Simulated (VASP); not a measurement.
Here is a VASP 6.6.1 calculation.

File POSCAR:

```
BN
1.0
    2.5090277929      0.0000000029      0.0000000000
   -1.2545138990      2.1728818060      0.0000000000
    0.0000000000      0.0000000000      4.1501349200
B N
2 2
Direct
    0.6666666667      0.3333333333      0.0003497506
    0.3333333333      0.6666666667      0.5003497506
    0.6666666667      0.3333333333      0.3746502494
    0.3333333333      0.6666666667      0.8746502494
```

The input INCAR.step1:

```
SYSTEM = BN
PREC = Accurate ; ENCUT = 520
ISMEAR = -1 ; SIGMA = 0.02
LREAL = .False. ; LASPH = .True.
NELM = 100 ; NBANDS = 16
GGA = PE ; ALGO = Normal
EDIFF = 1E-4 ; LWAVE = .True.
LCHARG = .False.
```

File INCAR.step2:

```
SYSTEM = BN
PREC = Accurate ; ENCUT = 520
EDIFF = 1E-6 ; ISMEAR = -1
SIGMA = 0.02 ; LREAL = .False.
LASPH = .True. ; NELM = 100
ALGO = Normal ; ISIF = 2
LWAVE = .False. ; LCHARG = .False.
METAGGA = R2SCAN ; LMIXTAU = .True.
NBANDS = 16 ; ISTART = 1
```

File KPOINTS:

```
regular mesh
0
Gamma
  12 12 8
  0 0 0
```

Potentials or basis: VASP PAW PBE potentials, release 64 (B, N).

Run with:

```console
$ cat potpaw_PBE.64/B/POTCAR potpaw_PBE.64/N/POTCAR > POTCAR
$ cp INCAR.step1 INCAR
$ mpirun -np 1 vasp_std > vasp.out
$ cp INCAR.step2 INCAR
$ mpirun -np 1 vasp_std > vasp.out
```

Task: Estimate the pressure.

Result: 18.8 GPa.

Task: Predict the band gap on the k mesh.

Result: 5.64 eV, indirect (least direct gap 9.18 eV).

Forces in eV/Å, atoms in the order of the input:
```
B    0.000  0.000  0.004
B    0.000  0.000  0.004
N    0.000  0.000 -0.004
N    0.000  0.000 -0.004
```

Caveat: the PAW data sets were made with another functional, which shifts forces and pressure a little. A k mesh can miss the band edges.
